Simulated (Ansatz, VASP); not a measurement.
# One calculation of BN, two programs

Contents of INCAR:

```
ALGO = Normal
EDIFF = 1E-6
ENCUT = 600
GGA = PS
GGA_COMPAT = F
ISIF = 2
ISMEAR = 0
LASPH = T
LCHARG = F
LREAL = F
LWAVE = F
NBANDS = 11
NELM = 120
PREC = Accurate
SIGMA = 0.01
```

File KPOINTS:

```
k-points
0
Gamma
  10 10 10
```

Contents of POSCAR:

```
BN
1.0
    0.0000000000      1.7831699782      1.7831699782
    1.7831699782      0.0000000000      1.7831699782
    1.7831699782      1.7831699782      0.0000000000
B N
1 1
Direct
    0.0000000000      0.0000000000      0.0000000000
    0.2500000000      0.2500000000      0.2500000000
```

Input for Ansatz:

```yaml
crystal:
  lattice:
    - [0.0, 1.7831699782, 1.7831699782]
    - [1.7831699782, 0.0, 1.7831699782]
    - [1.7831699782, 1.7831699782, 0.0]
  atoms:
    - { symbol: B, position: [0.0, 0.0, 0.0] }
    - { symbol: "N", position: [0.25, 0.25, 0.25] }
scf:
  occupations: { method: fixed }
output:
  forces: true
  stress: true
  eigenvalues: true
hamiltonian:
  xc: pbesol
basis:
  ecutwfc: 600
kpoints:
  mp_grid: { grid: [10, 10, 10] }
```

Alike in both runs: task single point; functional PBEsol; k mesh 10 × 10 × 10; no spin polarisation.

```csv
,VASP,Ansatz
version,VASP 6.6.1,Ansatz 0.2.0
potentials or method,"VASP PAW PBE potentials, release 64 (B, N), cutoff 600 eV","scalar-relativistic, plane waves, PAW"
occupations,"gaussian, width 0.01 eV",fixed
valence electrons in the cell,8,8
```

Ansatz gave:

| Quantity | Value |
| --- | --- |
| gap on the k mesh at the Fermi level (eV) | 4.33 |
| least direct gap on the mesh (eV) | 8.96 |
| pressure (GPa) | 13.5 |

**Question.** Estimate VASP's values.

**Answer.** gap on the k mesh at the Fermi level (eV): 4.32; least direct gap on the mesh (eV): 8.95; pressure (GPa): 13.9.

VASP's potentials were made for PBE, not for PBEsol.
